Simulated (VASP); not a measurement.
Write the native input for VASP 6.6.1 that does the following.

```
Task                   : relaxation of cell and atoms
Functional             : LDA
Potentials or basis    : VASP PAW LDA potentials, release 64 (Te, Sb, Ge_d)
Cutoff                 : 600 eV
k mesh                 : 7 × 7 × 2
Occupations            : fermi-dirac, width 0.05 eV
Spin                   : no spin polarisation
Dipole correction      : no
Further INCAR settings : ALGO = Normal; EDIFF = 1e-06; IBRION = 2; EDIFFG = -0.01; NSW = 60; ISIF = 3
```

The structure of Ge2Sb2Te5 lies in POSCAR:

```
Ge2Sb2Te5
1.0
    4.2940644248      0.0000000000      0.0000000000
   -2.1470322124      3.7187688774      0.0000000000
    0.0000000000      0.0000000000     17.1013460000
Te Sb Ge
5 2 2
Direct
    0.6666666667      0.3333333333      0.4198920000
    0.3333333333      0.6666666667      0.5801080000
    0.3333333333      0.6666666667      0.2015420000
    0.6666666667      0.3333333333      0.7984580000
    0.0000000000      0.0000000000      0.0000000000
    0.0000000000      0.0000000000      0.3200680000
    0.0000000000      0.0000000000      0.6799320000
    0.6666666667      0.3333333333      0.1028950000
    0.3333333333      0.6666666667      0.8971050000
```

One way to write it, as run:

INCAR

```
PREC = Accurate
ENCUT = 600
EDIFF = 1E-6
ISMEAR = -1
SIGMA = 0.05
LREAL = F
LASPH = T
NELM = 80
ALGO = Normal
ISIF = 3
LWAVE = F
LCHARG = F
GGA = CA
IBRION = 2
NSW = 60
EDIFFG = -0.01
```

KPOINTS

```
Automatic mesh
0
Gamma
  7 7 2
```

Potentials or basis: VASP PAW LDA potentials, release 64 (Te, Sb, Ge_d).

Run with:

```sh
$ cat potpaw_LDA.64/Te/POTCAR potpaw_LDA.64/Sb/POTCAR potpaw_LDA.64/Ge_d/POTCAR > POTCAR
$ mpirun -np 1 vasp_std > vasp.out
```

It gave:

| Property | Result |
| --- | --- |
| Relaxed volume | 28.29 Å³/atom |
| Relaxed cell | a = 4.200 Å, b = 4.200 Å, c = 16.671 Å, α = 90.00°, β = 90.00°, γ = 120.00° |
| Space group after relaxing (to 0.1 Å) | P-3m1 (No. 164) |
| Energy gained by relaxing | 22.0 meV/atom |
| Ionic steps | 14 |
| Pressure after relaxing | 0.0 GPa |
| Largest force after relaxing | 0.010 eV/Å |
| Band gap on the k mesh | 0.02 eV |

Caveat: the smearing spreads over this small gap; semilocal functionals underestimate gaps, and a narrow one can read as zero; spin-orbit coupling is left out, which moves the levels of the heavy elements.

Wall time 15 min on 1 thread of Intel(R) Xeon(R) 6975P-C (Granite Rapids), with other jobs on the host, peak memory 0.49 GiB.
